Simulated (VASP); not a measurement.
Input of a VASP 6.6.1 run:

Contents of INCAR:

```
SYSTEM = Sb
  ALGO = Normal
  EDIFF = 1E-6
  ENCUT = 520
  GGA = PS
  ISIF = 2
  ISMEAR = -1
  ISPIN = 2
  LASPH = .TRUE.
  LCHARG = .FALSE.
  LORBIT = 11
  LREAL = .FALSE.
  LWAVE = .FALSE.
  MAGMOM = 0 0
  NBANDS = 16
  NELM = 150
  PREC = Accurate
  SIGMA = 0.1
```

KPOINTS

```
k-points
0
G
  13 13 7
  0 0 0
```

File POSCAR:

```
Sb
1.0
    2.8307127973      0.0000000000      0.0000000000
   -1.4153563987      2.4514691933      0.0000000000
    0.0000000000      0.0000000000      4.5177838980
Sb
2
Direct
    0.3333333333      0.6666666667      0.2500000000
    0.6666666667      0.3333333333      0.7500000000
```

Potentials or basis: VASP PAW PBE potentials, release 64 (Sb).

Command:

```sh
$ cat potpaw_PBE.64/Sb/POTCAR > POTCAR
$ mpirun -np 1 vasp_std > vasp.out
```

Task: What does it give for the net moment?

Result: 0.00 μB per cell.

Task: What does it give for the band gap on the k mesh?

Result: Zero (filled and empty bands overlap).

Task: Predict the pressure.

Result: 114.9 GPa.

Stress tensor (GPa, compression positive):
```
114.81   0.00   0.00
  0.00 114.81   0.00
  0.00   0.00 115.11
```

Caveat: the PAW data sets were made with another functional, which shifts forces and pressure a little; spin-orbit coupling is left out, which moves the levels of the heavy elements.
